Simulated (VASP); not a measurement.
# Pt (P6_3/mmc) in VASP: a series of runs

Aim: see how the results for Pt move with the level of theory and the settings. Levels: LDA, BLYP+D3(BJ), r2SCAN+D4. Tasks: single point, relaxation of cell and atoms.

Everything below comes from runs of VASP 6.6.1. Logs are shortened: lines on timing, memory, paths and dates and some standing lists are left out, and cuts for length are marked.

**1. The cell of the first run**

Symmetry: P6_3/mmc, No. 194, hexagonal system. Conventional cell: a = 2.713 Å, b = 2.713 Å, c = 4.660 Å, α = 90.00°, β = 90.00°, γ = 120.00°. Within 3.6 Å of Pt (site symmetry -6m2) lie 12 Pt at 2.71 to 2.81 Å.

**2. Single point, LDA**

The input, INCAR:

```
PREC = Accurate ; ENCUT = 520
EDIFF = 1E-6 ; ISMEAR = 1
SIGMA = 0.1 ; LREAL = F
LASPH = T ; NELM = 60
ALGO = Normal ; ISIF = 2
LWAVE = F ; LCHARG = T
LELF = T ; LVHAR = T
NBANDS = 17
```

The input, KPOINTS:

```
Automatic mesh
0
Gamma
  11 11 6
```

The input, POSCAR:

```
Pt
1.0
    2.7129237231      0.0000000000      0.0000000000
   -1.3564618616      2.3494608627      0.0000000000
    0.0000000000      0.0000000000      4.6604070891
Pt
2
Direct
    0.6666666667      0.3333333333      0.7500000000
    0.3333333333      0.6666666667      0.2500000000
```

Potentials or basis: VASP PAW LDA potentials, release 64 (Pt).

Launch:

```console
> cat potpaw_LDA.64/Pt/POTCAR > POTCAR
> mpirun -np 1 vasp_std > vasp.out
```

OUTCAR:

```text
PREC = Accurate
   ENCUT = 520
   EDIFF = 1E-6
   ISMEAR = 1
   LREAL = F
   LASPH = T
   NELM = 60
   ISIF = 2

 ion  position               nearest neighbor table
   1  0.667  0.333  0.750-   2 2.81   2 2.81   2 2.81   2 2.81   2 2.81   2 2.81
   2  0.333  0.667  0.250-   1 2.81   1 2.81   1 2.81   1 2.81   1 2.81   1 2.81

  LATTYP: Found a hexagonal cell.
 ALAT       =     2.7129237231
 C/A-ratio  =     1.7178540810

  Lattice vectors:

 A1 = (   2.7129237231,   0.0000000000,   0.0000000000)
 A2 = (  -1.3564618616,   2.3494608627,   0.0000000000)
 A3 = (   0.0000000000,   0.0000000000,   4.6604070891)

Analysis of symmetry for initial positions (statically):
=====================================================================
 Subroutine PRICEL returns:
 Original cell was already a primitive cell.

 Routine SETGRP: Setting up the symmetry group for a
 hexagonal supercell.

 Subroutine GETGRP returns: Found 24 space group operations
 (whereof 12 operations were pure point group operations)
 out of a pool of 24 trial point group operations.

The static configuration has the point symmetry D_3d.
 The point group associated with its full space group is D_6h.

Analysis of symmetry for dynamics (positions and initial velocities):
=====================================================================
 Subroutine PRICEL returns:
 Original cell was already a primitive cell.

 Routine SETGRP: Setting up the symmetry group for a
 hexagonal supercell.

 Subroutine GETGRP returns: Found 24 space group operations
 (whereof 12 operations were pure point group operations)
 out of a pool of 24 trial point group operations.

The dynamic configuration has the point symmetry D_3d.
 The point group associated with its full space group is D_6h.

 Subroutine INISYM returns: Found 24 space group operations
 (whereof 12 operations are pure point group operations),
 and found     1 'primitive' translations

----------------------------------------------------------------------------------------

                                     Primitive cell

  volume of cell :      29.7050

  direct lattice vectors                    reciprocal lattice vectors
     2.712923723  0.000000000  0.000000000     0.368606014  0.212814781  0.000000000
    -1.356461862  2.349460863  0.000000000     0.000000000  0.425629563  0.000000000
     0.000000000  0.000000000  4.660407089     0.000000000  0.000000000  0.214573530

  length of vectors
     2.712923723  2.712923723  4.660407089     0.425629563  0.425629563  0.214573530

  position of ions in fractional coordinates (direct lattice)
     0.666666667  0.333333333  0.750000000
     0.333333333  0.666666667  0.250000000

  ion indices of the primitive-cell ions
   primitive index   ion index
                 1           1
                 2           2

----------------------------------------------------------------------------------------

 KPOINTS: Automatic mesh

Automatic generation of k-mesh.
 Grid dimensions read from file:
 generate k-points for:   11   11    6

 Generating k-lattice:

  Cartesian coordinates                     Fractional coordinates (reciprocal lattice)
     0.033509638  0.019346798  0.000000000     0.090909091  0.000000000  0.000000000
     0.000000000  0.038693597  0.000000000     0.000000000  0.090909091  0.000000000
     0.000000000  0.000000000  0.035762255     0.000000000  0.000000000  0.166666667

  Length of vectors
     0.038693597  0.038693597  0.035762255

  Shift w.r.t. Gamma in fractional coordinates (k-lattice)
     0.000000000  0.000000000  0.000000000

 Subroutine IBZKPT returns following result:
 ===========================================

 Found     64 irreducible k-points:

 Following reciprocal coordinates:
            Coordinates               Weight
  0.000000  0.000000  0.000000      1.000000
  0.090909  0.000000  0.000000      6.000000
  0.181818  0.000000  0.000000      6.000000
  0.272727  0.000000  0.000000      6.000000
  0.363636  0.000000  0.000000      6.000000
  0.454545  0.000000  0.000000      6.000000
[... 16 lines left out ...]
  0.090909  0.090909  0.166667     12.000000
  0.181818  0.090909  0.166667     24.000000
 [... further k-points ...]
   k-points           NKPTS =     64   k-points in BZ     NKDIM =     64   number of bands    NBANDS=     17
   number of dos      NEDOS =    301   number of ions     NIONS =      2
   total plane-waves  NPLWV =  14400
   dimension x,y,z NGX =    20 NGY =   20 NGZ =   36
   dimension x,y,z NGXF=    40 NGYF=   40 NGZF=   72
   ions per type =               2
   NGX,Y,Z   is equivalent  to a cutoff of  12.26, 12.26, 12.84 a.u.
   NGXF,Y,Z  is equivalent  to a cutoff of  24.51, 24.51, 25.68 a.u.
 SYSTEM =  unknown system
   PREC   = accura    normal or accurate (medium, high low for compatibility)
   ISTART =      0    job   : 0-new  1-cont  2-samecut
   ICHARG =      2    charge: 1-file 2-atom 10-const
   ISPIN  =      1    spin polarized calculation?
   LNONCOLLINEAR =      F non collinear calculations
   LSORBIT =      F    spin-orbit coupling
   LASPH  =      T    aspherical Exc in radial PAW
   ENCUT  =  520.0 eV  38.22 Ry    6.18 a.u.   5.04  5.04  8.67*2*pi/ulx,y,z
   NELM   =     60;   NELMIN=  2; NELMDL= -5     # of ELM steps
   EDIFF  = 0.1E-05   stopping-criterion for ELM
   LREAL  =      F    real-space projection
   EDIFFG = 0.1E-04   stopping-criterion for IOM
   NSW    =      0    number of steps for IOM
   IBRION =     -1    ionic relax: 0-MD 1-quasi-New 2-CG
   NFREE  =      0    steps in history (QN), initial steepest desc. (CG)
   ISIF   =      2    stress and relaxation
   ISYM   =      2    0-nonsym 1-usesym 2-fastsym
   POTIM  = 0.5000    time-step for ionic-motion
   TEBEG  =    0.0;   TEEND  =   0.0 temperature during run
   PSTRESS=    0.0 pullay stress
   NELECT =      20.0000    total number of electrons
   NUPDOWN=      -1.0000    fix difference up-down
   EMIN   =  10.00;   EMAX   =-10.00  energy-range for DOS
   EFERMI =   0.00;   METHOD = LEGACY
   ISMEAR =     1;   SIGMA  =   0.10  broadening in eV -4-tet -1-fermi 0-gaus
   EFERMI_NEDOS =   21; number of points for ismear=-14 and -15
   IALGO  =     38    algorithm
   IMIX   =      4    mixing-type and parameters
     AMIX     =   0.40;   BMIX     =  1.00
     AMIX_MAG =   1.60;   BMIX_MAG =  1.00
  volume/ion in A,a.u.               =      14.85       100.23
  Fermi-wavevector in a.u.,A,eV,Ry     =   1.434856  2.711484 28.011829  2.058811
  Thomas-Fermi vector in A             =   2.554218
   LORBIT       =      0    0 simple, 1 ext, 2 COOP (PROOUT), +10 PAW based schemes
   GGA     = CA    functional components
   LHFCALC =     F    Hartree Fock is set to
   AEXX    =    0.0000 exact exchange contribution
   IVDW    =     0    specifies the selected vdW correction
   LEPSILON=     F    determine dielectric tensor
   LRPA    =     F    only Hartree local field effects (RPA)
 non-spin polarized calculation
 Methfessel and Paxton  Order N= 1 SIGMA  =   0.10
  energy-cutoff  :      520.00
  volume of cell :       29.71
 maximum number of plane-waves:       825
   NGX = 11   NGY = 11   NGZ = 17

 number of electron      20.0000000 magnetization

 Free energy of the ion-electron system (eV)
  ---------------------------------------------------
  ext. energy  EPLUGINS =         0.00000000
  ---------------------------------------------------
  free energy    TOTEN  =       -14.86609417 eV

  energy without entropy =      -14.86365109  energy(sigma->0) =      -14.86527981

 E-fermi :  11.4122     XC(G=0): -13.7724

 val. band max:       11.4041106189   @ k =   0.3636   0.0000   0.1667
 cond. band min:      11.4186577719   @ k =   0.2727   0.2727   0.5000
 fundamental gap:      0.0145471529
 Fermi energy:        11.4121845869

 k-point     1 :       0.0000    0.0000    0.0000
  band No.  band energies     occupation
      1       1.0180      2.00000
      2       3.7414      2.00000
      3       7.1124      2.00000
      4       7.6226      2.00000
      5       7.6226      2.00000
      6       8.0484      2.00000
[... 9 lines left out ...]
     16      28.6934      0.00000
     17      32.9076      0.00000

 k-point     2 :       0.0909    0.0000    0.0000
  band No.  band energies     occupation
      1       1.3314      2.00000
      2       4.0269      2.00000
      3       7.0328      2.00000
      4       7.6513      2.00000
      5       7.8702      2.00000
      6       7.9040      2.00000
[... 9 lines left out ...]
     16      29.1161      0.00000
     17      31.3785      0.00000

 k-point     3 :       0.1818    0.0000    0.0000
  band No.  band energies     occupation
      1       2.1999      2.00000
      2       4.7032      2.00000
      3       6.7592      2.00000
      4       7.4322      2.00000
      5       7.5054      2.00000
      6       8.2009      2.00000
[... 9 lines left out ...]
     16      29.3400      0.00000
     17      29.3728      0.00000

 k-point     4 :       0.2727    0.0000    0.0000
  band No.  band energies     occupation
      1       3.3465      2.00000
      2       4.9941      2.00000
      3       6.3750      2.00000
      4       6.9550      2.00000
      5       7.2608      2.00000
      6       8.4000      2.00000
[... 9 lines left out ...]
     16      27.1747      0.00000
     17      30.0548      0.00000

 k-point     5 :       0.3636    0.0000    0.0000
  band No.  band energies     occupation
      1       4.1760      2.00000
      2       4.7086      2.00000
      3       5.5914      2.00000
      4       7.3380      2.00000
      5       7.9889      2.00000
      6       8.0105      2.00000
[... 9 lines left out ...]
     16      25.8867      0.00000
     17      26.0259      0.00000

 k-point     6 :       0.4545    0.0000    0.0000
  band No.  band energies     occupation
      1       4.3749      2.00000
      2       4.5049      2.00000
      3       5.1913      2.00000
      4       7.7608      2.00000
      5       7.9078      2.00000
      6       8.0198      2.00000
[... 9 lines left out ...]
     16      23.6596      0.00000
     17      25.0786      0.00000

 k-point     7 :       0.0909    0.0909    0.0000
  band No.  band energies     occupation
      1       1.9274      2.00000
      2       4.5361      2.00000
      3       6.7745      2.00000
      4       7.6310      2.00000
      5       7.8498      2.00000
      6       7.9196      2.00000
[... 9 lines left out ...]
     16      28.4608      0.00000
     17      30.0243      0.00000

 k-point     8 :       0.1818    0.0909    0.0000
  band No.  band energies     occupation
      1       2.9802      2.00000
      2       5.1914      2.00000
      3       6.5048      2.00000
      4       6.8128      2.00000
      5       7.3105      2.00000
      6       8.1403      2.00000
[... 9 lines left out ...]
     16      28.1337      0.00000
     17      29.7456      0.00000
[... 203 lines left out ...]
      1       2.4277      2.00000
      2       4.7215      2.00000
      3       6.8209      2.00000
      4       7.0156      2.00000
      5       7.3649      2.00000
      6       8.1267      2.00000
[... 9 lines left out ...]
     16      28.9455      0.00000
     17      29.5646      0.00000

 k-point    20 :       0.2727    0.0000    0.1667
  band No.  band energies     occupation
      1       3.4878      2.00000
      2       5.0529      2.00000
      3       6.2349      2.00000
      4       6.8597      2.00000
      5       7.2135      2.00000
      6       8.3638      2.00000
[... 9 lines left out ...]
     16      27.4560      0.00000
     17      28.8595      0.00000

 k-point    21 :       0.3636    0.0000    0.1667
  band No.  band energies     occupation
      1       4.1192      2.00000
      2       4.7526      2.00000
      3       5.7826      2.00000
      4       6.6445      2.00000
      5       8.0036      2.00000
      6       8.2440      2.00000
[... 9 lines left out ...]
     16      25.4911      0.00000
     17      26.7368      0.00000

 k-point    22 :       0.4545    0.0000    0.1667
  band No.  band energies     occupation
      1       4.2151      2.00000
      2       4.4718      2.00000
      3       5.5725      2.00000
      4       6.6660      2.00000
      5       8.0851      2.00000
      6       8.2859      2.00000
[... 9 lines left out ...]
     16      24.2228      0.00000
     17      25.3977      0.00000

 k-point    23 :       0.0909    0.0909    0.1667
  band No.  band energies     occupation
      1       2.1655      2.00000
      2       4.5426      2.00000
      3       6.8313      2.00000
      4       7.2231      2.00000
      5       7.4915      2.00000
      6       8.0389      2.00000
[... 9 lines left out ...]
     16      28.6722      0.00000
     17      29.0681      0.00000

 k-point    24 :       0.1818    0.0909    0.1667
  band No.  band energies     occupation
      1       3.1719      2.00000
      2       5.2500      2.00000
      3       6.4480      2.00000
      4       6.6051      2.00000
      5       7.2643      2.00000
      6       7.8803      2.00000
[... 9 lines left out ...]
     16      28.0947      0.00000
     17      29.0994      0.00000

 [... further k-points ...]
[... 5 lines left out ...]
  --------------------------------------------------------------------------------------
  -------------------------------------------------------------------------------------
  Total        0.1587623      0.1587623      0.1029213     -0.0000000      0.0000000      0.0000000
  in kB        8.5630469      8.5630469      5.5511888     -0.0000000      0.0000000      0.0000000
  external PRESSURE =       7.5590942 kB  Pullay stress =       0.0000000 kB

 VOLUME and BASIS-vectors are now :
 -----------------------------------------------------------------------------
  energy-cutoff  :      520.00
  volume of cell :       29.71
      direct lattice vectors                 reciprocal lattice vectors
     2.712923723  0.000000000  0.000000000     0.368606014  0.212814781  0.000000000
    -1.356461862  2.349460863  0.000000000     0.000000000  0.425629563  0.000000000
     0.000000000  0.000000000  4.660407089     0.000000000  0.000000000  0.214573530

 POSITION                                       TOTAL-FORCE (eV/Angst)
 -----------------------------------------------------------------------------------
      1.35646      0.78315      3.49531         0.000000     -0.000000      0.000000
     -0.00000      1.56631      1.16510        -0.000000      0.000000      0.000000
 -----------------------------------------------------------------------------------
    total drift:                                0.000000     -0.000000      0.000000

  FREE ENERGIE OF THE ION-ELECTRON SYSTEM (eV)
  ---------------------------------------------------
  free  energy   TOTEN  =       -14.8660941659 eV

  energy  without entropy=      -14.8636510919  energy(sigma->0) =      -14.86527981
```

It took 15 s on 1 thread of Intel Xeon Platinum 8375C at 2.90GHz (Ice Lake), shared host; peak memory 0.14 GiB.

What came out:

```
Free energy            : -14.8661 eV
Pressure               : 0.8 GPa
Band gap on the k mesh : zero (band 10 reaches 11.83 eV, above the bottom of band 11 at 10.53 eV)
```

Caveat: spin-orbit coupling is left out, which moves the levels of the heavy elements.

**3. Single point, BLYP+D3(BJ)**

This run uses another cell than the first one, of 15.48 Å³/atom, 1.042 times its volume.

The input, INCAR:

```
SYSTEM = Pt
  PREC = Accurate
  ENCUT = 520
  EDIFF = 1E-6
  ISMEAR = 1
  SIGMA = 0.1
  LREAL = .FALSE.
  LASPH = .TRUE.
  NELM = 100
  ALGO = Normal
  ISIF = 2
  LWAVE = .FALSE.
  LCHARG = .FALSE.
  GGA = B5
  ALDAX = 1.0
  AGGAX = 1.0
  AGGAC = 1.0
  ALDAC = 0.0
  IVDW = 12
  VDW_S6 = 1.0
  VDW_S8 = 2.6996
  VDW_A1 = 0.4298
  VDW_A2 = 4.2359
  NBANDS = 17
```

The input, KPOINTS:

```
Automatic mesh
0
G
  11 11 6
  0 0 0
```

The input, POSCAR:

```
Pt
1.0
    2.7457112344      0.0000000000      0.0000000000
   -1.3728556172      2.3778556804      0.0000000000
    0.0000000000      0.0000000000      4.7417984990
Pt
2
Direct
    0.6666666667      0.3333333333      0.7500000000
    0.3333333333      0.6666666667      0.2500000000
```

Potentials or basis: VASP PAW PBE potentials, release 64 (Pt).

Launch:

```console
> cat potpaw_PBE.64/Pt/POTCAR > POTCAR
> mpirun -np 1 vasp_std > vasp.out
```

Wall time 20 s (1 thread of Intel Xeon Platinum 8375C at 2.90GHz (Ice Lake), shared host); peak memory 0.16 GiB.

Results (log left out):

```
Free energy                : -13.2675 eV
Pressure                   : 1.4 GPa
Band gap on the k mesh     : zero (band 10 reaches 11.73 eV, above the bottom of band 11 at 10.50 eV)
Dispersion energy per atom : -1.767 eV
```

Stress tensor (GPa, compression positive):
```
1.54 0.00 0.00
0.00 1.54 0.00
0.00 0.00 1.03
```

Levels at points of the mesh, in eV from the Fermi level:
```csv
k point,band 7,band 8,band 9,band 10,band 11,band 12,band 13,band 14
"(0.00, 0.00, 0.00)",-3.16,-1.91,-1.91,-0.49,-0.23,-0.23,4.90,15.40
"(0.00, 0.00, 0.50)",-3.54,-3.54,-0.84,-0.84,-0.84,-0.84,12.37,12.37
```

Caveat: the PAW data sets were made with another functional, which shifts forces and pressure a little; spin-orbit coupling is left out, which moves the levels of the heavy elements; pairwise dispersion overbinds metals, which lowers pressure and volume.

**4. Single point, r2SCAN+D4**

This run uses another cell than the first one, of 15.29 Å³/atom, 1.029 times its volume.

The input, POSCAR:

```
Pt
1.0
    2.7307762905      0.0000000000      0.0000000000
   -1.3653881453      2.3649216397      0.0000000000
    0.0000000000      0.0000000000      4.7351798500
Pt
2
Direct
    0.6666666667      0.3333333333      0.7500000000
    0.3333333333      0.6666666667      0.2500000000
```

The input, INCAR.step1:

```
SYSTEM = Pt
PREC = Accurate
ENCUT = 520
ISMEAR = 1
SIGMA = 0.1
LREAL = .FALSE.
LASPH = .TRUE.
NELM = 80
NBANDS = 17
GGA = PE
ALGO = Normal
EDIFF = 1E-4
LWAVE = .TRUE.
LCHARG = .FALSE.
```

The input, INCAR.step2:

```
SYSTEM = Pt
PREC = Accurate
ENCUT = 520
EDIFF = 1E-6
ISMEAR = 1
SIGMA = 0.1
LREAL = .FALSE.
LASPH = .TRUE.
NELM = 80
ALGO = Normal
ISIF = 2
LWAVE = .FALSE.
LCHARG = .FALSE.
METAGGA = R2SCAN
LMIXTAU = .TRUE.
IVDW = 13
VDW_S6 = 1.0
VDW_S8 = 0.6018749
VDW_A1 = 0.51559235
VDW_A2 = 5.77342911
NBANDS = 17
ISTART = 1
```

KPOINTS is that of step 3.

Launch:

```console
> cat potpaw_PBE.64/Pt/POTCAR > POTCAR
> cp INCAR.step1 INCAR
> mpirun -np 1 vasp_std > vasp.out
> cp INCAR.step2 INCAR
> mpirun -np 1 vasp_std > vasp.out
```

It took 54 s on 1 thread of Intel Xeon Platinum 8375C at 2.90GHz (Ice Lake), shared host; peak memory 0.16 GiB.

The run converged. Its results:

```yaml
Free_energy: -103.3663 eV
Pressure: 0.7 GPa
Band_gap_on_the_k_mesh: zero (band 10 reaches 11.16 eV, above the bottom of band 11 at 9.82 eV)
Dispersion_energy_per_atom: -0.252 eV
```

Stress tensor (GPa, compression positive):
```
0.82 0.00 0.00
0.00 0.82 0.00
0.00 0.00 0.60
```

Levels at points of the mesh, in eV from the Fermi level:
| k point | band 7 | band 8 | band 9 | band 10 | band 11 | band 12 | band 13 | band 14 |
| --- | --- | --- | --- | --- | --- | --- | --- | --- |
| (0.00, 0.00, 0.00) | -3.32 | -2.01 | -2.01 | -0.67 | -0.28 | -0.28 | 5.18 | 16.02 |
| (0.00, 0.00, 0.50) | -3.72 | -3.72 | -0.91 | -0.91 | -0.91 | -0.91 | 12.83 | 12.83 |

Caveat: the PAW data sets were made with another functional, which shifts forces and pressure a little; spin-orbit coupling is left out, which moves the levels of the heavy elements; pairwise dispersion overbinds metals, which lowers pressure and volume.

(Continued in part 2 of 2.)
